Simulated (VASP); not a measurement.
# Cu (I4/mmm) in VASP: single point with PBE

Aim: the single point of Cu with PBE.

Everything below comes from runs of VASP 6.6.1. Logs are shortened: lines on timing, memory, paths and dates and some standing lists are left out, and cuts for length are marked.

### 1 The cell of the first run

It takes space group I4/mmm (No. 139, tetragonal). Conventional cell: a = 2.859 Å, b = 2.859 Å, c = 2.940 Å, α = 90.00°, β = 90.00°, γ = 90.00°. Cu (site symmetry 4/mmm) has 14 Cu at 2.50 to 2.94 Å within 3.3 Å.

### 2 Single point, PBE

Input file INCAR:

```
SYSTEM = Cu
PREC = Accurate
ENCUT = 520
EDIFF = 1E-7
ISMEAR = 0
SIGMA = 0.15
LREAL = .False.
LASPH = .True.
NELM = 100
ALGO = Normal
ISIF = 2
LWAVE = .False.
LCHARG = .False.
GGA = PE
NBANDS = 12
```

Input file KPOINTS:

```
Automatic mesh
0
Gamma
  32 32 32
  0 0 0
```

Input file POSCAR:

```
Cu
1.0
   -1.4293893886      1.4293893886      1.4700586887
    1.4293893886     -1.4293893886      1.4700586887
    1.4293893886      1.4293893886     -1.4700586887
Cu
1
Direct
    0.0000000000      0.0000000000      0.0000000000
```

Potentials or basis: VASP PAW PBE potentials, release 64 (Cu).

On the command line:

```sh
> cat potpaw_PBE.64/Cu/POTCAR > POTCAR
> mpirun -np 1 vasp_std > vasp.out
```

OUTCAR:

```text
SYSTEM = Cu
   PREC = Accurate
   ENCUT = 520
   EDIFF = 1E-7
   ISMEAR = 0
   LREAL = .False.
   LASPH = .True.
   NELM = 100
   ISIF = 2
   GGA = PE

 ion  position               nearest neighbor table
   1  0.000  0.000  0.000-

  LATTYP: Found a body centered tetragonal cell.
 ALAT       =     2.8587787772
 C/A-ratio  =     1.0284522191

  Lattice vectors:

 A1 = (  -1.4293893886,   1.4293893886,   1.4700586887)
 A2 = (   1.4293893886,  -1.4293893886,   1.4700586887)
 A3 = (   1.4293893886,   1.4293893886,  -1.4700586887)

Analysis of symmetry for initial positions (statically):
=====================================================================
 Subroutine PRICEL returns:
 Original cell was already a primitive cell.

 Routine SETGRP: Setting up the symmetry group for a
 body centered tetragonal supercell.

 Subroutine GETGRP returns: Found 16 space group operations
 (whereof 16 operations were pure point group operations)
 out of a pool of 16 trial point group operations.

The static configuration has the point symmetry D_4h.

Analysis of symmetry for dynamics (positions and initial velocities):
=====================================================================
 Subroutine PRICEL returns:
 Original cell was already a primitive cell.

 Routine SETGRP: Setting up the symmetry group for a
 body centered tetragonal supercell.

 Subroutine GETGRP returns: Found 16 space group operations
 (whereof 16 operations were pure point group operations)
 out of a pool of 16 trial point group operations.

The dynamic configuration has the point symmetry D_4h.

 Subroutine INISYM returns: Found 16 space group operations
 (whereof 16 operations are pure point group operations),
 and found     1 'primitive' translations

----------------------------------------------------------------------------------------

                                     Primitive cell

  volume of cell :      12.0142

  direct lattice vectors                    reciprocal lattice vectors
    -1.429389389  1.429389389  1.470058689     0.000000000  0.349799714  0.340122475
     1.429389389 -1.429389389  1.470058689     0.349799714  0.000000000  0.340122475
     1.429389389  1.429389389 -1.470058689     0.349799714  0.349799714  0.000000000

  length of vectors
     2.499476064  2.499476064  2.499476064     0.487896647  0.487896647  0.494691500

  position of ions in fractional coordinates (direct lattice)
     0.000000000  0.000000000  0.000000000

  ion indices of the primitive-cell ions
   primitive index   ion index
                 1           1

----------------------------------------------------------------------------------------

 KPOINTS: Automatic mesh

Automatic generation of k-mesh.
 Grid dimensions read from file:
 generate k-points for:   32   32   32

 Generating k-lattice:

  Cartesian coordinates                     Fractional coordinates (reciprocal lattice)
     0.000000000  0.010931241  0.010628827     0.031250000  0.000000000  0.000000000
     0.010931241  0.000000000  0.010628827     0.000000000  0.031250000  0.000000000
     0.010931241  0.010931241  0.000000000     0.000000000  0.000000000  0.031250000

  Length of vectors
     0.015246770  0.015246770  0.015459109

  Shift w.r.t. Gamma in fractional coordinates (k-lattice)
     0.000000000  0.000000000  0.000000000

 Subroutine IBZKPT returns following result:
 ===========================================

 Found   2393 irreducible k-points:

 Following reciprocal coordinates:
            Coordinates               Weight
  0.000000  0.000000  0.000000      1.000000
  0.031250  0.000000  0.000000      8.000000
  0.062500  0.000000  0.000000      8.000000
  0.093750  0.000000  0.000000      8.000000
  0.125000  0.000000  0.000000      8.000000
  0.156250  0.000000  0.000000      8.000000
[... 16 lines left out ...]
  0.187500  0.031250  0.000000     16.000000
  0.218750  0.031250  0.000000     16.000000
 [... further k-points ...]
   k-points           NKPTS =   2393   k-points in BZ     NKDIM =   2393   number of bands    NBANDS=     12
   number of dos      NEDOS =    301   number of ions     NIONS =      1
   total plane-waves  NPLWV =   8000
   dimension x,y,z NGX =    20 NGY =   20 NGZ =   20
   dimension x,y,z NGXF=    40 NGYF=   40 NGZF=   40
   ions per type =               1
   NGX,Y,Z   is equivalent  to a cutoff of  13.30, 13.30, 13.30 a.u.
   NGXF,Y,Z  is equivalent  to a cutoff of  26.60, 26.60, 26.60 a.u.
 SYSTEM =  Cu
   PREC   = accura    normal or accurate (medium, high low for compatibility)
   ISTART =      0    job   : 0-new  1-cont  2-samecut
   ICHARG =      2    charge: 1-file 2-atom 10-const
   ISPIN  =      1    spin polarized calculation?
   LNONCOLLINEAR =      F non collinear calculations
   LSORBIT =      F    spin-orbit coupling
   LASPH  =      T    aspherical Exc in radial PAW
   ENCUT  =  520.0 eV  38.22 Ry    6.18 a.u.   4.65  4.65  4.65*2*pi/ulx,y,z
   NELM   =    100;   NELMIN=  2; NELMDL= -5     # of ELM steps
   EDIFF  = 0.1E-06   stopping-criterion for ELM
   LREAL  =      F    real-space projection
   EDIFFG = 0.1E-05   stopping-criterion for IOM
   NSW    =      0    number of steps for IOM
   IBRION =     -1    ionic relax: 0-MD 1-quasi-New 2-CG
   NFREE  =      0    steps in history (QN), initial steepest desc. (CG)
   ISIF   =      2    stress and relaxation
   ISYM   =      2    0-nonsym 1-usesym 2-fastsym
   POTIM  = 0.5000    time-step for ionic-motion
   TEBEG  =    0.0;   TEEND  =   0.0 temperature during run
   PSTRESS=    0.0 pullay stress
   NELECT =      11.0000    total number of electrons
   NUPDOWN=      -1.0000    fix difference up-down
   EMIN   =  10.00;   EMAX   =-10.00  energy-range for DOS
   EFERMI =   0.00;   METHOD = LEGACY
   ISMEAR =     0;   SIGMA  =   0.15  broadening in eV -4-tet -1-fermi 0-gaus
   EFERMI_NEDOS =   21; number of points for ismear=-14 and -15
   IALGO  =     38    algorithm
   IMIX   =      4    mixing-type and parameters
     AMIX     =   0.40;   BMIX     =  1.00
     AMIX_MAG =   1.60;   BMIX_MAG =  1.00
  volume/ion in A,a.u.               =      12.01        81.08
  Fermi-wavevector in a.u.,A,eV,Ry     =   1.589671  3.004042 34.382637  2.527053
  Thomas-Fermi vector in A             =   2.688484
   LORBIT       =      0    0 simple, 1 ext, 2 COOP (PROOUT), +10 PAW based schemes
   GGA     = PE    functional components
   LHFCALC =     F    Hartree Fock is set to
   AEXX    =    0.0000 exact exchange contribution
   IVDW    =     0    specifies the selected vdW correction
   LEPSILON=     F    determine dielectric tensor
   LRPA    =     F    only Hartree local field effects (RPA)
 non-spin polarized calculation
 Gauss-broadening in eV      SIGMA  =   0.15
  energy-cutoff  :      520.00
  volume of cell :       12.01
 maximum number of plane-waves:       337
   NGX =  9   NGY =  9   NGZ =  9

 number of electron      11.0000002 magnetization

 Free energy of the ion-electron system (eV)
  ---------------------------------------------------
  ext. energy  EPLUGINS =         0.00000000
  ---------------------------------------------------
  free energy    TOTEN  =        -3.69428876 eV

  energy without entropy =       -3.69017714  energy(sigma->0) =       -3.69223295

 E-fermi :   7.3770     XC(G=0): -12.6281

 val. band max:        7.3769422179   @ k =   0.5000   0.4062   0.0000
 cond. band min:       7.3779729881   @ k =   0.2188   0.1875   0.0938
 fundamental gap:      0.0010307702
 Fermi energy:         7.3770327365

 k-point     1 :       0.0000    0.0000    0.0000
  band No.  band energies     occupation
      1      -1.8404      2.00000
      2       4.2945      2.00000
      3       4.2945      2.00000
      4       4.3956      2.00000
      5       5.2557      2.00000
      6       5.3607      2.00000
      7      31.8825      0.00000
      8      32.4225      0.00000
      9      32.4225      0.00000
     10      34.9846      0.00000
     11      35.7205      0.00000
     12      35.7205      0.00000

 k-point     2 :       0.0312    0.0000    0.0000
  band No.  band energies     occupation
      1      -1.8035      2.00000
      2       4.2946      2.00000
      3       4.2977      2.00000
      4       4.3998      2.00000
      5       5.2509      2.00000
      6       5.3587      2.00000
      7      31.5413      0.00000
      8      32.1778      0.00000
      9      32.3103      0.00000
     10      34.4612      0.00000
     11      34.9981      0.00000
     12      35.0614      0.00000

 k-point     3 :       0.0625    0.0000    0.0000
  band No.  band energies     occupation
      1      -1.6930      2.00000
      2       4.2943      2.00000
      3       4.2964      2.00000
      4       4.4230      2.00000
      5       5.2363      2.00000
      6       5.3540      2.00000
      7      30.3723      0.00000
      8      31.8140      0.00000
      9      32.0161      0.00000
     10      33.9195      0.00000
     11      34.0540      0.00000
     12      34.3632      0.00000
[... 286 lines left out ...]
 k-point    23 :       0.1875    0.0312    0.0000
  band No.  band energies     occupation
      1      -0.3236      2.00000
      2       4.1025      2.00000
      3       4.2443      2.00000
      4       4.9027      2.00000
      5       5.1184      2.00000
      6       5.3531      2.00000
      7      23.0472      0.00000
      8      27.9603      0.00000
      9      29.2586      0.00000
     10      30.9076      0.00000
     11      32.9355      0.00000
     12      35.0717      0.00000

 k-point    24 :       0.2188    0.0312    0.0000
  band No.  band energies     occupation
      1       0.1326      2.00000
      2       4.0392      2.00000
      3       4.2332      2.00000
      4       5.0581      2.00000
      5       5.1169      2.00000
      6       5.3561      2.00000
      7      21.4315      0.00000
      8      27.3321      0.00000
      9      28.4748      0.00000
     10      30.5374      0.00000
     11      32.6410      0.00000
     12      35.6708      0.00000

 [... further k-points ...]
[... 5 lines left out ...]
  --------------------------------------------------------------------------------------
  -------------------------------------------------------------------------------------
  Total        0.0258673      0.0258673      0.0531257      0.0000000      0.0000000      0.0000000
  in kB        3.4495781      3.4495781      7.0846662      0.0000000      0.0000000      0.0000000
  external PRESSURE =       4.6612741 kB  Pullay stress =       0.0000000 kB

 VOLUME and BASIS-vectors are now :
 -----------------------------------------------------------------------------
  energy-cutoff  :      520.00
  volume of cell :       12.01
      direct lattice vectors                 reciprocal lattice vectors
    -1.429389389  1.429389389  1.470058689     0.000000000  0.349799714  0.340122475
     1.429389389 -1.429389389  1.470058689     0.349799714  0.000000000  0.340122475
     1.429389389  1.429389389 -1.470058689     0.349799714  0.349799714  0.000000000

 POSITION                                       TOTAL-FORCE (eV/Angst)
 -----------------------------------------------------------------------------------
      0.00000      0.00000      0.00000        -0.000000     -0.000000     -0.000000
 -----------------------------------------------------------------------------------
    total drift:                                0.000000     -0.000000      0.000000

  FREE ENERGIE OF THE ION-ELECTRON SYSTEM (eV)
  ---------------------------------------------------
  free  energy   TOTEN  =        -3.6942887576 eV

  energy  without entropy=       -3.6901771400  energy(sigma->0) =       -3.69223295
```

Run time: 2 min. Hardware: 1 thread of Intel Xeon 6975P-C (Granite Rapids), shared host; peak memory 0.42 GiB.

What came out:

| Property | Result |
| --- | --- |
| Free energy | -3.6943 eV |
| Pressure | 0.5 GPa |

Stress tensor (GPa, compression positive):
```
0.34 0.00 0.00
0.00 0.34 0.00
0.00 0.00 0.71
```

Levels at points of the mesh, in eV from the Fermi level:
```tsv
k point	band 4	band 5	band 6	band 7	band 8	band 9
(0.00, 0.00, 0.00)	-2.98	-2.12	-2.02	24.51	25.05	25.05
(0.50, 0.00, 0.00)	-1.96	-1.36	-0.61	4.16	17.60	17.61
(0.50, 0.50, 0.00)	-1.93	-1.34	-0.40	4.45	16.82	16.88
(0.50, 0.50, 0.50)	-1.51	-1.51	7.44	8.47	8.47	13.09
```
